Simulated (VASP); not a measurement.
# W (C2/m) in VASP: single point with PBE

Aim: the single point of W with PBE.

Everything below comes from runs of VASP 6.6.1. Logs are shortened: lines on timing, memory, paths and dates and some standing lists are left out, and cuts for length are marked.

## 1. The cell of the first run

The typed cell holds 1 atom: a = 2.874 Å, b = 2.874 Å, c = 2.736 Å, α = 69.49°, β = 69.49°, γ = 109.47°.

## 2. Single point, PBE

INCAR reads:

```
SYSTEM = W
PREC = Accurate
ENCUT = 520
EDIFF = 1E-6
ISMEAR = 0
SIGMA = 0.1
LREAL = .FALSE.
LASPH = .TRUE.
NELM = 80
ALGO = Fast
ISIF = 2
LWAVE = .FALSE.
LCHARG = .FALSE.
GGA = PE
NBANDS = 13
```

KPOINTS reads:

```
Automatic mesh
0
G
  13 13 16
  0 0 0
```

POSCAR reads:

```
W
1.0
    2.8741560828     -0.0000000788      0.0005659770
   -0.9580521019      2.7097803155      0.0005659770
    0.9584736928      1.3554864955      2.1750894110
W
1
Direct
    0.0000000000      0.0000000000      0.0000000000
```

Potentials or basis: VASP PAW PBE potentials, release 64 (W_sv).

On the command line:

```
> cat potpaw_PBE.64/W_sv/POTCAR > POTCAR
> mpirun -np 1 vasp_std > vasp.out
```

OUTCAR:

```text
SYSTEM = W
   PREC = Accurate
   ENCUT = 520
   EDIFF = 1E-6
   ISMEAR = 0
   LREAL = .FALSE.
   LASPH = .TRUE.
   NELM = 80
   ISIF = 2
   GGA = PE

 ion  position               nearest neighbor table
   1  0.000  0.000  0.000-

  LATTYP: Found a base centered monoclinic cell.
 ALAT       =     3.3187896405
 B/A-ratio  =     1.4142135624
 C/A-ratio  =     0.8239321830
 COS(beta)  =    -0.6063077154

  Lattice vectors:

 A1 = (   2.8741560828,  -0.0000000788,   0.0005659770)
 A2 = (  -0.9580521019,   2.7097803155,   0.0005659770)
 A3 = (  -0.9576302881,  -1.3542937412,   2.1739574570)

Analysis of symmetry for initial positions (statically):
=====================================================================
 Subroutine PRICEL returns:
 Original cell was already a primitive cell.

 Routine SETGRP: Setting up the symmetry group for a
 base centered monoclinic supercell.

 Subroutine GETGRP returns: Found  4 space group operations
 (whereof  4 operations were pure point group operations)
 out of a pool of  4 trial point group operations.

The static configuration has the point symmetry C_2h.

Analysis of symmetry for dynamics (positions and initial velocities):
=====================================================================
 Subroutine PRICEL returns:
 Original cell was already a primitive cell.

 Routine SETGRP: Setting up the symmetry group for a
 base centered monoclinic supercell.

 Subroutine GETGRP returns: Found  4 space group operations
 (whereof  4 operations were pure point group operations)
 out of a pool of  4 trial point group operations.

The dynamic configuration has the point symmetry C_2h.

 Subroutine INISYM returns: Found  4 space group operations
 (whereof  4 operations are pure point group operations),
 and found     1 'primitive' translations

----------------------------------------------------------------------------------------

                                     Primitive cell

  volume of cell :      16.9359

  direct lattice vectors                    reciprocal lattice vectors
     2.874156083 -0.000000079  0.000565977     0.347973519  0.123075275 -0.230036675
    -0.958052102  2.709780316  0.000565977     0.000045309  0.369097671 -0.230036675
     0.958473693  1.355486496  2.175089411    -0.000090557 -0.000128068  0.459870930

  length of vectors
     2.874156139  2.874156139  2.736243667     0.434913744  0.434913744  0.459870957

  position of ions in fractional coordinates (direct lattice)
     0.000000000  0.000000000  0.000000000

  ion indices of the primitive-cell ions
   primitive index   ion index
                 1           1

----------------------------------------------------------------------------------------

 KPOINTS: Automatic mesh

Automatic generation of k-mesh.
 Grid dimensions read from file:
 generate k-points for:   13   13   16

 Generating k-lattice:

  Cartesian coordinates                     Fractional coordinates (reciprocal lattice)
     0.026767194  0.009467329 -0.017695129     0.076923077  0.000000000 -0.000000000
     0.000003485  0.028392129 -0.017695129    -0.000000000  0.076923077 -0.000000000
    -0.000005660 -0.000008004  0.028741933    -0.000000000  0.000000000  0.062500000

  Length of vectors
     0.033454903  0.033454903  0.028741935

  Shift w.r.t. Gamma in fractional coordinates (k-lattice)
     0.000000000  0.000000000  0.000000000

 Subroutine IBZKPT returns following result:
 ===========================================

 Found    735 irreducible k-points:

 Following reciprocal coordinates:
            Coordinates               Weight
  0.000000  0.000000  0.000000      1.000000
  0.076923 -0.000000  0.000000      4.000000
  0.153846  0.000000  0.000000      4.000000
  0.230769 -0.000000  0.000000      4.000000
  0.307692  0.000000  0.000000      4.000000
  0.384615  0.000000  0.000000      4.000000
[... 16 lines left out ...]
  0.384615  0.153846  0.000000      4.000000
  0.461538  0.153846  0.000000      4.000000
 [... further k-points ...]
   k-points           NKPTS =    735   k-points in BZ     NKDIM =    735   number of bands    NBANDS=     13
   number of dos      NEDOS =    301   number of ions     NIONS =      1
   total plane-waves  NPLWV =  11520
   dimension x,y,z NGX =    24 NGY =   24 NGZ =   20
   dimension x,y,z NGXF=    48 NGYF=   48 NGZF=   40
   ions per type =               1
   NGX,Y,Z   is equivalent  to a cutoff of  13.88, 13.88, 12.15 a.u.
   NGXF,Y,Z  is equivalent  to a cutoff of  27.76, 27.76, 24.30 a.u.
 SYSTEM =  W
   PREC   = accura    normal or accurate (medium, high low for compatibility)
   ISTART =      0    job   : 0-new  1-cont  2-samecut
   ICHARG =      2    charge: 1-file 2-atom 10-const
   ISPIN  =      1    spin polarized calculation?
   LNONCOLLINEAR =      F non collinear calculations
   LSORBIT =      F    spin-orbit coupling
   LASPH  =      T    aspherical Exc in radial PAW
   ENCUT  =  520.0 eV  38.22 Ry    6.18 a.u.   5.34  5.34  5.09*2*pi/ulx,y,z
   NELM   =     80;   NELMIN=  2; NELMDL= -5     # of ELM steps
   EDIFF  = 0.1E-05   stopping-criterion for ELM
   LREAL  =      F    real-space projection
   EDIFFG = 0.1E-04   stopping-criterion for IOM
   NSW    =      0    number of steps for IOM
   IBRION =     -1    ionic relax: 0-MD 1-quasi-New 2-CG
   NFREE  =      0    steps in history (QN), initial steepest desc. (CG)
   ISIF   =      2    stress and relaxation
   ISYM   =      2    0-nonsym 1-usesym 2-fastsym
   POTIM  = 0.5000    time-step for ionic-motion
   TEBEG  =    0.0;   TEEND  =   0.0 temperature during run
   PSTRESS=    0.0 pullay stress
   NELECT =      14.0000    total number of electrons
   NUPDOWN=      -1.0000    fix difference up-down
   EMIN   =  10.00;   EMAX   =-10.00  energy-range for DOS
   EFERMI =   0.00;   METHOD = LEGACY
   ISMEAR =     0;   SIGMA  =   0.10  broadening in eV -4-tet -1-fermi 0-gaus
   EFERMI_NEDOS =   21; number of points for ismear=-14 and -15
   IALGO  =     68    algorithm
   IMIX   =      4    mixing-type and parameters
     AMIX     =   0.40;   BMIX     =  1.00
     AMIX_MAG =   1.60;   BMIX_MAG =  1.00
  volume/ion in A,a.u.               =      16.94       114.29
  Fermi-wavevector in a.u.,A,eV,Ry     =   1.536437  2.903444 32.118428  2.360638
  Thomas-Fermi vector in A             =   2.643086
   LORBIT       =      0    0 simple, 1 ext, 2 COOP (PROOUT), +10 PAW based schemes
   GGA     = PE    functional components
   LHFCALC =     F    Hartree Fock is set to
   AEXX    =    0.0000 exact exchange contribution
   IVDW    =     0    specifies the selected vdW correction
   LEPSILON=     F    determine dielectric tensor
   LRPA    =     F    only Hartree local field effects (RPA)
 non-spin polarized calculation
 RMM-DIIS sequential band-by-band and
 Gauss-broadening in eV      SIGMA  =   0.10
  energy-cutoff  :      520.00
  volume of cell :       16.94
 maximum number of plane-waves:       472
 NGX is ok and might be reduce to    24
   NGX = 11   NGY = 11   NGZ = 11

 number of electron      13.9999998 magnetization

 Free energy of the ion-electron system (eV)
  ---------------------------------------------------
  ext. energy  EPLUGINS =         0.00000000
  ---------------------------------------------------
  free energy    TOTEN  =       -12.87598429 eV

  energy without entropy =      -12.87347685  energy(sigma->0) =      -12.87473057

 E-fermi :  10.5409     XC(G=0): -13.2653

 val. band max:       10.5406682143   @ k =   0.3077   0.0769   0.1875
 cond. band min:      10.5445479882   @ k =  -0.0769   0.0769   0.5000
 fundamental gap:      0.0038797739
 Fermi energy:        10.5409449800

 k-point     1 :       0.0000    0.0000    0.0000
  band No.  band energies     occupation
      1     -63.7624      2.00000
      2     -27.5050      2.00000
      3     -27.4048      2.00000
      4     -27.3063      2.00000
      5       1.2486      2.00000
      6       8.6323      2.00000
      7       9.5201      2.00000
      8       9.8751      2.00000
      9      12.3371      0.00000
     10      13.1079      0.00000
     11      24.4165      0.00000
     12      24.4768      0.00000
     13      25.8582      0.00000

 k-point     2 :       0.0769   -0.0000    0.0000
  band No.  band energies     occupation
      1     -63.7566      2.00000
      2     -27.5292      2.00000
      3     -27.4404      2.00000
      4     -27.3303      2.00000
      5       1.5095      2.00000
      6       8.6743      2.00000
      7       9.5127      2.00000
      8       9.9176      2.00000
      9      12.1692      0.00000
     10      13.0204      0.00000
     11      24.6842      0.00000
     12      25.0641      0.00000
     13      26.2395      0.00000

 k-point     3 :       0.1538    0.0000    0.0000
  band No.  band energies     occupation
      1     -63.7404      2.00000
      2     -27.6543      2.00000
      3     -27.5190      2.00000
      4     -27.3558      2.00000
      5       2.2392      2.00000
      6       8.6290      2.00000
      7       9.2174      2.00000
      8      10.4497      1.80296
      9      11.8935      0.00000
     10      12.9023      0.00000
     11      25.1649      0.00000
     12      26.4615      0.00000
     13      27.0915      0.00000
[... 305 lines left out ...]
 k-point    23 :       0.3846    0.1538    0.0000
  band No.  band energies     occupation
      1     -63.6574      2.00000
      2     -28.4097      2.00000
      3     -27.8342      2.00000
      4     -27.4032      2.00000
      5       5.3691      2.00000
      6       7.3849      2.00000
      7       9.4944      2.00000
      8      12.3182      0.00000
      9      13.5643      0.00000
     10      17.1034      0.00000
     11      19.9019      0.00000
     12      22.7290      0.00000
     13      26.4032      0.00000

 k-point    24 :       0.4615    0.1538    0.0000
  band No.  band energies     occupation
      1     -63.6602      2.00000
      2     -28.3692      2.00000
      3     -27.8489      2.00000
      4     -27.4101      2.00000
      5       5.3393      2.00000
      6       7.3799      2.00000
      7       9.5848      2.00000
      8      12.3187      0.00000
      9      13.7767      0.00000
     10      16.7852      0.00000
     11      19.6381      0.00000
     12      22.7308      0.00000
     13      26.5897      0.00000

 [... further k-points ...]
[... 5 lines left out ...]
  --------------------------------------------------------------------------------------
  -------------------------------------------------------------------------------------
  Total       -1.8941970     -1.9193191      0.0435252     -0.0355281     -0.0001256     -0.0000888
  in kB     -179.1955610   -181.5721753      4.1175910     -3.3610402     -0.0118837     -0.0084019
  external PRESSURE =    -118.8833818 kB  Pullay stress =       0.0000000 kB

 VOLUME and BASIS-vectors are now :
 -----------------------------------------------------------------------------
  energy-cutoff  :      520.00
  volume of cell :       16.94
      direct lattice vectors                 reciprocal lattice vectors
     2.874156083 -0.000000079  0.000565977     0.347973519  0.123075275 -0.230036675
    -0.958052102  2.709780316  0.000565977     0.000045309  0.369097671 -0.230036675
     0.958473693  1.355486496  2.175089411    -0.000090557 -0.000128068  0.459870930

 POSITION                                       TOTAL-FORCE (eV/Angst)
 -----------------------------------------------------------------------------------
      0.00000      0.00000      0.00000         0.000000      0.000000      0.000000
 -----------------------------------------------------------------------------------
    total drift:                               -0.000000     -0.000000     -0.000000

  FREE ENERGIE OF THE ION-ELECTRON SYSTEM (eV)
  ---------------------------------------------------
  free  energy   TOTEN  =       -12.8759842948 eV

  energy  without entropy=      -12.8734768456  energy(sigma->0) =      -12.87473057
```

Run time: 4.1 min. Hardware: 1 thread of AMD EPYC 7R43 (Zen 3), shared host; peak memory 0.22 GiB.

What came out:

```yaml
Free_energy: -12.8760 eV
Pressure: -11.9 GPa
Band_gap_on_the_k_mesh: zero (band 7 reaches 14.13 eV, above the bottom of band 8 at 9.62 eV)
```

Stress tensor (GPa, compression positive):
```
-17.92  -0.34   0.00
 -0.34 -18.16   0.00
  0.00   0.00   0.41
```

Caveat: spin-orbit coupling is left out, which moves the levels of the heavy elements.
